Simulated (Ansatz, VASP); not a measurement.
**One calculation of TeMo5, two programs**

```
Te Mo
1.0
     0.00000    3.72071    3.72071
     3.72071    0.00000    3.72071
     3.72071    3.72071    0.00000
Te Mo
1 5
Direct
  0.00000 0.00000 0.00000
  0.37405 0.37405 0.87786
  0.37405 0.87786 0.37405
  0.87786 0.37405 0.37405
  0.37405 0.37405 0.37405
  0.75000 0.75000 0.75000
```

Change from the starting cell: species swapped into the ErCu5 type (F-43m, No. 216).

Alike in both runs: functional PBE; k mesh 4 × 4 × 4; occupations gaussian, width 0.1 eV; no spin polarisation.

Ansatz relaxed the structure, and its values are those at the end. VASP's run is a single point on that final structure, the one shown.

|  | VASP | Ansatz |
| --- | --- | --- |
| version | VASP 6.6.1 | Ansatz 0.2.0 |
| potentials or method | VASP PAW PBE potentials, release 64 (Te, Mo_sv), cutoff 520 eV | scalar-relativistic, plane waves, PAW |
| valence electrons in the cell | 76 | 86 |

Ansatz gave:

- gap on the k mesh at the Fermi level (eV): none
- pressure (GPa): 0.0
- rms of the force components (eV/Å): 0.016

Question: What did VASP give for the same quantities?

Answer: gap on the k mesh at the Fermi level (eV): none; pressure (GPa): 0.3; rms of the force components (eV/Å): 0.023.

A gap of «none» marks a metal or a gap that the smearing closes. VASP's potentials hold 76 valence electrons a cell and Ansatz's 86, so a difference there can come from the potentials and not from the codes.

The k mesh is coarse, so the values compare programs but aren't converged. Spin-orbit coupling is off throughout.
